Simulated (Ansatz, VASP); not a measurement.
One calculation of Re, two programs

File INCAR:

```
SYSTEM = Re
ALGO = Normal
EDIFF = 1E-6
ENCUT = 520
ISIF = 2
ISMEAR = -1
LASPH = .TRUE.
LCHARG = .FALSE.
LREAL = .FALSE.
LWAVE = .FALSE.
NBANDS = 14
NELM = 100
PREC = Accurate
SIGMA = 0.08
```

The input KPOINTS:

```
k-points
0
G
  18 18 10
  0 0 0
```

Contents of POSCAR:

```
Re
1.0
    2.6233866484      0.0000000000      0.0000000000
   -1.3116933242      2.2719194815      0.0000000000
    0.0000000000      0.0000000000      4.2329553620
Re
2
Direct
    0.3333333333      0.6666666667      0.2500000000
    0.6666666667      0.3333333333      0.7500000000
```

Input for Ansatz:

```yaml
crystal:
  lattice:
    - [2.6233866484, 0.0, 0.0]
    - [-1.3116933242, 2.2719194815, 0.0]
    - [0.0, 0.0, 4.232955362]
  atoms:
    - { symbol: Re, position: [0.3333333333, 0.6666666667, 0.25] }
    - { symbol: Re, position: [0.6666666667, 0.3333333333, 0.75] }
kpoints:
  mp_grid: { grid: [18, 18, 10] }
scf:
  occupations: { method: fermi_dirac, width: 0.08 }
hamiltonian:
  xc: lda
  pseudopotentials: { kind: all_electron, lapw: { basis_error: 0.001 } }
output:
  forces: true
  stress: true
  eigenvalues: true
  populations: true
```

Change from the starting cell: volume scaled by 0.88, LAPW.

Alike in both runs: task single point; functional LDA; k mesh 18 × 18 × 10; occupations fermi-dirac, width 0.08 eV; no spin polarisation.

|  | VASP | Ansatz |
| --- | --- | --- |
| version | VASP 6.6.1 | Ansatz 0.2.0 |
| potentials or method | VASP PAW LDA potentials, release 64 (Re), cutoff 520 eV | all-electron LAPW, scalar-relativistic |

VASP gave:

| Property | Result |
| --- | --- |
| pressure (GPa) | 72.4 |
| traceless stress, the component that is largest in VASP (GPa) | -0.12 |

Question: Which values does Ansatz return?

Answer: Pressure (GPa): 68.0; traceless stress, the component that is largest in VASP (GPa): -0.01.

LDA's correlation is that of Perdew and Zunger in VASP and of Perdew and Wang (1992) in Ansatz. Both programs put the cell under a high pressure, so it lies far from rest at this level. Ansatz ran all-electron here, and VASP with PAW potentials.

Neither program's run includes spin-orbit coupling. Noted on VASP's run: the cell as given lies far from equilibrium.
